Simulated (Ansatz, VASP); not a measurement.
**One calculation of C, two programs**

The input POSCAR:

```
C
1.0
   -2.4291088834      2.4291088834      2.4291088834
    2.4291088834     -2.4291088834      2.4291088834
    2.4291088834      2.4291088834     -2.4291088834
C
8
Direct
    0.3245394216     -0.0096800144      0.0077469539
    0.6754605784      0.6657805640      0.6832075323
    0.0000000000      0.3332021171      0.0077469539
    0.0000000000     -0.0096800144      0.3176066320
    0.0000000000      0.6667978829     -0.0077469539
    0.3245394216      0.3342194360      0.3167924677
    0.6754605784      0.0096800144     -0.0077469539
    0.0000000000      0.0096800144      0.6823933680
```

File INCAR.step1:

```
SYSTEM = C
PREC = Accurate
ENCUT = 520
ISMEAR = 0
SIGMA = 0.05
LREAL = .False.
LASPH = .True.
NELM = 60
NBANDS = 26
GGA = PE
ALGO = Normal
EDIFF = 1E-4
LWAVE = .True.
LCHARG = .False.
```

Contents of INCAR.step2:

```
SYSTEM = C
PREC = Accurate
ENCUT = 520
EDIFF = 1E-6
ISMEAR = 0
SIGMA = 0.05
LREAL = .False.
LASPH = .True.
NELM = 60
ALGO = Normal
ISIF = 2
LWAVE = .False.
LCHARG = .False.
METAGGA = R2SCAN
LMIXTAU = .True.
NBANDS = 26
ISTART = 1
```

The input KPOINTS:

```
Automatic mesh
0
Gamma
  8 8 8
  0 0 0
```

Input for Ansatz:

```yaml
crystal:
  lattice:
    - [-2.4291088834, 2.4291088834, 2.4291088834]
    - [2.4291088834, -2.4291088834, 2.4291088834]
    - [2.4291088834, 2.4291088834, -2.4291088834]
  atoms:
    - { symbol: C, position: [0.3245394216, -0.0096800144, 0.0077469539] }
    - { symbol: C, position: [0.6754605784, 0.665780564, 0.6832075323] }
    - { symbol: C, position: [0.0, 0.3332021171, 0.0077469539] }
    - { symbol: C, position: [0.0, -0.0096800144, 0.317606632] }
    - { symbol: C, position: [0.0, 0.6667978829, -0.0077469539] }
    - { symbol: C, position: [0.3245394216, 0.334219436, 0.3167924677] }
    - { symbol: C, position: [0.6754605784, 0.0096800144, -0.0077469539] }
    - { symbol: C, position: [0.0, 0.0096800144, 0.682393368] }
basis:
  ecutwfc: 500
kpoints:
  mp_grid: { grid: [8, 8, 8] }
hamiltonian:
  xc: r2scan
scf:
  occupations: { method: gaussian, width: 0.05 }
output:
  forces: true
  stress: true
  eigenvalues: true
  write_density: true
  write_potential: true
  elf: true
  volumetric_format: npy
```

Change from the starting cell: mode 12 (991.2 1/cm) frozen in, largest displacement +0.060 Å.

Alike in both runs: task single point; functional r2SCAN; k mesh 8 × 8 × 8; occupations gaussian, width 0.05 eV; no spin polarisation.

|  | VASP | Ansatz |
| --- | --- | --- |
| version | VASP 6.6.1 | Ansatz 0.2.0 |
| potentials or method | VASP PAW PBE potentials, release 64 (C), cutoff 520 eV | scalar-relativistic, plane waves, PAW |
| valence electrons in the cell | 32 | 32 |

Ansatz gave:

| Quantity | Value |
| --- | --- |
| gap on the k mesh at the Fermi level (eV) | 2.09 |
| least direct gap on the mesh (eV) | 3.26 |
| pressure (GPa) | 0.7 |
| traceless stress, the component that is largest in VASP (GPa) | -0.93 |
| rms of the force components (eV/Å) | 1.300 |

**Question.** Which values does VASP return?

**Answer.** gap on the k mesh at the Fermi level (eV): 2.08; least direct gap on the mesh (eV): 3.22; pressure (GPa): 1.6; traceless stress, the component that is largest in VASP (GPa): -0.94; rms of the force components (eV/Å): 1.300.

VASP's potentials were made for PBE, not for r2SCAN. Atom by atom the forces differ by 0.027 eV/Å (rms over components).
